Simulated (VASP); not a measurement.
# K3HgS2 (P6/mmm) in VASP: relaxation of cell and atoms with PBE

Aim: the relaxation of cell and atoms of K3HgS2 with PBE.

Everything below comes from runs of VASP 6.6.1. Logs are shortened: lines on timing, memory, paths and dates and some standing lists are left out, and cuts for length are marked.

## Step 1: The cell of the first run

Symmetry: P6/mmm, No. 191, hexagonal system. The conventional cell has a = 8.687 Å, b = 8.687 Å, c = 3.803 Å, α = 90.00°, β = 90.00°, γ = 120.00°. K (site symmetry mmm) has 4 S at 3.15 Å and 2 K at 3.80 Å within 4.1 Å. Hg (site symmetry 6/mmm) has 2 Hg at 3.80 Å and 12 K at 4.74 Å within 5.0 Å. S (site symmetry -6m2) has 6 K at 3.15 Å and 2 S at 3.80 Å within 4.1 Å.

## Step 2: Relaxation of cell and atoms, PBE

File INCAR:

```
ALGO     = Normal         # electronic algorithm
EDIFF    = 1E-6           # SCF threshold, eV
EDIFFG   = -0.01          # ionic threshold
ENCUT    = 600            # plane-wave cutoff, eV
GGA      = PE             # functional
IBRION   = 2              # ionic algorithm
ISIF     = 3              # what is computed and relaxed
ISMEAR   = 0              # smearing method
LASPH    = True           # aspherical terms in the spheres
LCHARG   = False          # write CHGCAR
LREAL    = False          # projectors in reciprocal space
LWAVE    = False          # write WAVECAR
NELM     = 100            # most SCF steps
NSW      = 100            # ionic steps
PREC     = Accurate       # precision mode
SIGMA    = 0.1            # smearing width, eV
```

File KPOINTS:

```
k-points
0
Gamma
  6 6 10
```

File POSCAR:

```
K3HgS2
1.0
    8.6869549820      0.0000000000      0.0000000000
   -4.3434774910      7.5231236959      0.0000000000
    0.0000000000      0.0000000000      3.8030918883
K Hg S
3 1 2
Direct
    0.5000000000      0.0000000000      0.5000000000
    0.5000000000      0.5000000000      0.5000000000
    0.0000000000      0.5000000000      0.5000000000
    0.0000000000      0.0000000000      0.0000000000
    0.3333333333      0.6666666667      0.0000000000
    0.6666666667      0.3333333333      0.0000000000
```

Potentials or basis: VASP PAW PBE potentials, release 64 (K_sv, Hg, S).

Launch:

```sh
$ cat potpaw_PBE.64/K_sv/POTCAR potpaw_PBE.64/Hg/POTCAR potpaw_PBE.64/S/POTCAR > POTCAR
$ mpirun -np 1 vasp_std > vasp.out
```

OUTCAR:

```text
EDIFF = 1E-6
   EDIFFG = -0.01
   ENCUT = 600
   GGA = PE
   IBRION = 2
   ISIF = 3
   ISMEAR = 0
   LASPH = True
   LREAL = False
   NELM = 100
   NSW = 100
   PREC = Accurate

 ion  position               nearest neighbor table
   1  0.500  0.000  0.500-   5 3.15   6 3.15   5 3.15   6 3.15
   2  0.500  0.500  0.500-   5 3.15   6 3.15   5 3.15   6 3.15
   3  0.000  0.500  0.500-   5 3.15   6 3.15   5 3.15   6 3.15
   4  0.000  0.000  0.000-
   5  0.333  0.667  0.000-   1 3.15   1 3.15   3 3.15   3 3.15   2 3.15   2 3.15
   6  0.667  0.333  0.000-   1 3.15   1 3.15   3 3.15   3 3.15   2 3.15   2 3.15

  LATTYP: Found a hexagonal cell.
 ALAT       =     8.6869549820
 C/A-ratio  =     0.4377934381

  Lattice vectors:

 A1 = (   8.6869549820,   0.0000000000,   0.0000000000)
 A2 = (  -4.3434774910,   7.5231236959,   0.0000000000)
 A3 = (   0.0000000000,   0.0000000000,   3.8030918883)

Analysis of symmetry for initial positions (statically):
=====================================================================
 Subroutine PRICEL returns:
 Original cell was already a primitive cell.

 Routine SETGRP: Setting up the symmetry group for a
 hexagonal supercell.

 Subroutine GETGRP returns: Found 24 space group operations
 (whereof 24 operations were pure point group operations)
 out of a pool of 24 trial point group operations.

The static configuration has the point symmetry D_6h.

Analysis of symmetry for dynamics (positions and initial velocities):
=====================================================================
 Subroutine PRICEL returns:
 Original cell was already a primitive cell.

 Routine SETGRP: Setting up the symmetry group for a
 hexagonal supercell.

 Subroutine GETGRP returns: Found 24 space group operations
 (whereof 24 operations were pure point group operations)
 out of a pool of 24 trial point group operations.

The dynamic configuration has the point symmetry D_6h.

 Subroutine INISYM returns: Found 24 space group operations
 (whereof 24 operations are pure point group operations),
 and found     1 'primitive' translations

----------------------------------------------------------------------------------------

                                     Primitive cell

  volume of cell :     248.5436

  direct lattice vectors                    reciprocal lattice vectors
     8.686954982  0.000000000  0.000000000     0.115115136  0.066461754  0.000000000
    -4.343477491  7.523123696  0.000000000     0.000000000  0.132923509  0.000000000
     0.000000000  0.000000000  3.803091888     0.000000000  0.000000000  0.262943949

  length of vectors
     8.686954982  8.686954982  3.803091888     0.132923509  0.132923509  0.262943949

  position of ions in fractional coordinates (direct lattice)
     0.500000000  0.000000000  0.500000000
     0.500000000  0.500000000  0.500000000
     0.000000000  0.500000000  0.500000000
     0.000000000  0.000000000  0.000000000
     0.333333333  0.666666667  0.000000000
     0.666666667  0.333333333  0.000000000

  ion indices of the primitive-cell ions
   primitive index   ion index
                 1           1
                 2           2
                 3           3
                 4           4
                 5           5
                 6           6

----------------------------------------------------------------------------------------

 KPOINTS: k-points

Automatic generation of k-mesh.
 Grid dimensions read from file:
 generate k-points for:    6    6   10

 Generating k-lattice:

  Cartesian coordinates                     Fractional coordinates (reciprocal lattice)
     0.019185856  0.011076959  0.000000000     0.166666667  0.000000000  0.000000000
     0.000000000  0.022153918  0.000000000     0.000000000  0.166666667  0.000000000
     0.000000000  0.000000000  0.026294395     0.000000000  0.000000000  0.100000000

  Length of vectors
     0.022153918  0.022153918  0.026294395

  Shift w.r.t. Gamma in fractional coordinates (k-lattice)
     0.000000000  0.000000000  0.000000000

 Subroutine IBZKPT returns following result:
 ===========================================

 Found     42 irreducible k-points:

 Following reciprocal coordinates:
            Coordinates               Weight
  0.000000  0.000000  0.000000      1.000000
  0.166667 -0.000000  0.000000      6.000000
  0.333333  0.000000  0.000000      6.000000
  0.500000  0.000000  0.000000      3.000000
  0.166667  0.166667  0.000000      6.000000
  0.333333  0.166667  0.000000     12.000000
[... 16 lines left out ...]
  0.166667 -0.000000  0.300000     12.000000
  0.333333  0.000000  0.300000     12.000000
 [... further k-points ...]
   k-points           NKPTS =     42   k-points in BZ     NKDIM =     42   number of bands    NBANDS=     30
   number of dos      NEDOS =    301   number of ions     NIONS =      6
   total plane-waves  NPLWV = 147000
   dimension x,y,z NGX =    70 NGY =   70 NGZ =   30
   dimension x,y,z NGXF=   140 NGYF=  140 NGZF=   60
   ions per type =               3   1   2
   NGX,Y,Z   is equivalent  to a cutoff of  13.40, 13.40, 13.11 a.u.
   NGXF,Y,Z  is equivalent  to a cutoff of  26.79, 26.79, 26.23 a.u.
 SYSTEM =  unknown system
   PREC   = accura    normal or accurate (medium, high low for compatibility)
   ISTART =      0    job   : 0-new  1-cont  2-samecut
   ICHARG =      2    charge: 1-file 2-atom 10-const
   ISPIN  =      1    spin polarized calculation?
   LNONCOLLINEAR =      F non collinear calculations
   LSORBIT =      F    spin-orbit coupling
   LASPH  =      T    aspherical Exc in radial PAW
   ENCUT  =  600.0 eV  44.10 Ry    6.64 a.u.  17.35 17.35  7.60*2*pi/ulx,y,z
   NELM   =    100;   NELMIN=  2; NELMDL= -5     # of ELM steps
   EDIFF  = 0.1E-05   stopping-criterion for ELM
   LREAL  =      F    real-space projection
   EDIFFG = -.1E-01   stopping-criterion for IOM
   NSW    =    100    number of steps for IOM
   IBRION =      2    ionic relax: 0-MD 1-quasi-New 2-CG
   NFREE  =      1    steps in history (QN), initial steepest desc. (CG)
   ISIF   =      3    stress and relaxation
   ISYM   =      2    0-nonsym 1-usesym 2-fastsym
   POTIM  = 0.5000    time-step for ionic-motion
   TEBEG  =    0.0;   TEEND  =   0.0 temperature during run
   PSTRESS=    0.0 pullay stress
   NELECT =      51.0000    total number of electrons
   NUPDOWN=      -1.0000    fix difference up-down
   EMIN   =  10.00;   EMAX   =-10.00  energy-range for DOS
   EFERMI =   0.00;   METHOD = LEGACY
   ISMEAR =     0;   SIGMA  =   0.10  broadening in eV -4-tet -1-fermi 0-gaus
   EFERMI_NEDOS =   21; number of points for ismear=-14 and -15
   IALGO  =     38    algorithm
   IMIX   =      4    mixing-type and parameters
     AMIX     =   0.40;   BMIX     =  1.00
     AMIX_MAG =   1.60;   BMIX_MAG =  1.00
  volume/ion in A,a.u.               =      41.42       279.54
  Fermi-wavevector in a.u.,A,eV,Ry     =   0.965600  1.824720 12.685852  0.932384
  Thomas-Fermi vector in A             =   2.095331
   LORBIT       =      0    0 simple, 1 ext, 2 COOP (PROOUT), +10 PAW based schemes
   GGA     = PE    functional components
   LHFCALC =     F    Hartree Fock is set to
   AEXX    =    0.0000 exact exchange contribution
   IVDW    =     0    specifies the selected vdW correction
   LEPSILON=     F    determine dielectric tensor
   LRPA    =     F    only Hartree local field effects (RPA)
 conjugate gradient relaxation of ions
 non-spin polarized calculation
 Gauss-broadening in eV      SIGMA  =   0.10
  energy-cutoff  :      600.00
  volume of cell :      248.54
 maximum number of plane-waves:      8343
 NGX is ok and might be reduce to    70
   NGX = 35   NGY = 35   NGZ = 15

--------------------------------------- Ionic step        1  -------------------------------------------

 number of electron      50.9999997 magnetization

 Free energy of the ion-electron system (eV)
  ---------------------------------------------------
  ext. energy  EPLUGINS =         0.00000000
  ---------------------------------------------------
  free energy    TOTEN  =       -15.46425977 eV

  energy without entropy =      -15.44857893  energy(sigma->0) =      -15.45641935

------------------------ aborting loop because EDIFF is reached ----------------------------------------

  FORCE on cell =-STRESS in cart. coord.  units (eV):
  Direction    XX          YY          ZZ          XY          YZ          ZX
  --------------------------------------------------------------------------------------
  -------------------------------------------------------------------------------------
  Total        0.0304209      0.0304209     -0.1696477      0.0000000     -0.0000000      0.0000000
  in kB        0.1961008      0.1961008     -1.0935936      0.0000000     -0.0000000      0.0000000
  external PRESSURE =      -0.2337973 kB  Pullay stress =       0.0000000 kB

 VOLUME and BASIS-vectors are now :
 -----------------------------------------------------------------------------
  energy-cutoff  :      600.00
  volume of cell :      248.54
      direct lattice vectors                 reciprocal lattice vectors
     8.686954982  0.000000000  0.000000000     0.115115136  0.066461754  0.000000000
    -4.343477491  7.523123696  0.000000000     0.000000000  0.132923509  0.000000000
     0.000000000  0.000000000  3.803091888     0.000000000  0.000000000  0.262943949
[... 41 lines left out ...]
 POSITION                                       TOTAL-FORCE (eV/Angst)
 -----------------------------------------------------------------------------------
      0.00000      7.52496      1.89895         0.000000      0.000000      0.000000
      2.17227      3.76248      1.89895         0.000000     -0.000000      0.000000
      6.51681      3.76248      1.89895         0.000000     -0.000000      0.000000
      4.34454      7.52496     -0.00000         0.000000     -0.000000      0.000000
     -0.00000      5.01664      3.79790        -0.000000      0.000000      0.000000
      4.34454      2.50832     -0.00000         0.000000     -0.000000     -0.000000
 -----------------------------------------------------------------------------------
    total drift:                                0.000000      0.000000      0.000000

  FREE ENERGIE OF THE ION-ELECTRON SYSTEM (eV)
  ---------------------------------------------------
  free  energy   TOTEN  =       -15.4644789370 eV

  energy  without entropy=      -15.4487902129  energy(sigma->0) =      -15.45663457

--------------------------------------- Ionic step        3  -------------------------------------------

 number of electron      50.9999997 magnetization

 Free energy of the ion-electron system (eV)
  ---------------------------------------------------
  ext. energy  EPLUGINS =         0.00000000
  ---------------------------------------------------
  free energy    TOTEN  =       -15.46480481 eV

  energy without entropy =      -15.44909023  energy(sigma->0) =      -15.45694752

 E-fermi :  -0.5601     XC(G=0):  -6.7754

 val. band max:       -0.5703240670   @ k =   0.1667  -0.0000   0.1000
 cond. band min:      -0.5515626227   @ k =   0.1667   0.1667   0.1000
 fundamental gap:      0.0187614443
 Fermi energy:        -0.5601190096

 k-point     1 :       0.0000    0.0000    0.0000
  band No.  band energies     occupation
      1     -29.9521      2.00000
      2     -29.9450      2.00000
      3     -29.9450      2.00000
      4     -13.6908      2.00000
      5     -13.6003      2.00000
      6     -13.6003      2.00000
[... 781 lines left out ...]
     29       2.3318      0.00000
     30       4.4662      0.00000

 [... further k-points ...]
[... 5 lines left out ...]
  --------------------------------------------------------------------------------------
  -------------------------------------------------------------------------------------
  Total        0.0513063      0.0513063     -0.0001441     -0.0000000      0.0000000      0.0000000
  in kB        0.3318983      0.3318983     -0.0009324     -0.0000000      0.0000000      0.0000000
  external PRESSURE =       0.2209547 kB  Pullay stress =       0.0000000 kB

 VOLUME and BASIS-vectors are now :
 -----------------------------------------------------------------------------
  energy-cutoff  :      600.00
  volume of cell :      247.67
      direct lattice vectors                 reciprocal lattice vectors
     8.695454198  0.000000000  0.000000000     0.115002618  0.066396793  0.000000000
    -4.347727099  7.530484233 -0.000000000    -0.000000000  0.132793585  0.000000000
     0.000000000 -0.000000000  3.782341573    -0.000000000  0.000000000  0.264386487

 POSITION                                       TOTAL-FORCE (eV/Angst)
 -----------------------------------------------------------------------------------
      4.34773     -0.00000      1.89117        -0.000000     -0.000000      0.000000
      2.17386      3.76524      1.89117        -0.000000     -0.000000      0.000000
     -2.17386      3.76524      1.89117        -0.000000      0.000000      0.000000
      0.00000     -0.00000      0.00000        -0.000000      0.000000      0.000000
     -0.00000      5.02032     -0.00000         0.000000      0.000000      0.000000
      4.34773      2.51016     -0.00000        -0.000000      0.000000     -0.000000
 -----------------------------------------------------------------------------------
    total drift:                                0.000000      0.000000      0.000000

  FREE ENERGIE OF THE ION-ELECTRON SYSTEM (eV)
  ---------------------------------------------------
  free  energy   TOTEN  =       -15.4648048067 eV

  energy  without entropy=      -15.4490902261  energy(sigma->0) =      -15.45694752

 reached required accuracy - stopping structural energy minimisation
```

Wall time 8.8 min (1 thread of Intel Xeon Platinum 8375C at 2.90GHz (Ice Lake), shared host); peak memory 0.65 GiB.

Results:

- Free energy: -15.4648 eV
- Relaxed volume: 41.28 Å³/atom
- Relaxed cell: a = 8.695 Å, b = 8.695 Å, c = 3.782 Å, α = 90.00°, β = 90.00°, γ = 120.00°
- Space group after relaxing (to 0.05 Å): P6/mmm (No. 191)
- Energy gained by relaxing: 0.1 meV/atom
- Ionic steps: 3
- Pressure after relaxing: 0.0 GPa

The path:
```tsv
step	energy change (eV)	largest force (eV/Å)	pressure (GPa)	volume (Å³)
1	0.0000	0.0000	-0.02	248.54
2	-0.0002	0.0000	-0.01	248.33
3	-0.0005	0.0000	0.02	247.67
```

Final structure:
```xyz
6
Lattice="8.6955 0.0000 0.0000 -4.3477 7.5305 0.0000 0.0000 0.0000 3.7823" Properties=species:S:1:pos:R:3 pbc="T T T"
K     4.3477    0.0000    1.8912
K     2.1739    3.7652    1.8912
K    -2.1739    3.7652    1.8912
Hg    0.0000    0.0000    0.0000
S     0.0000    5.0203    0.0000
S     4.3477    2.5102    0.0000
```

Caveat: spin-orbit coupling is left out, which moves the levels of the heavy elements.
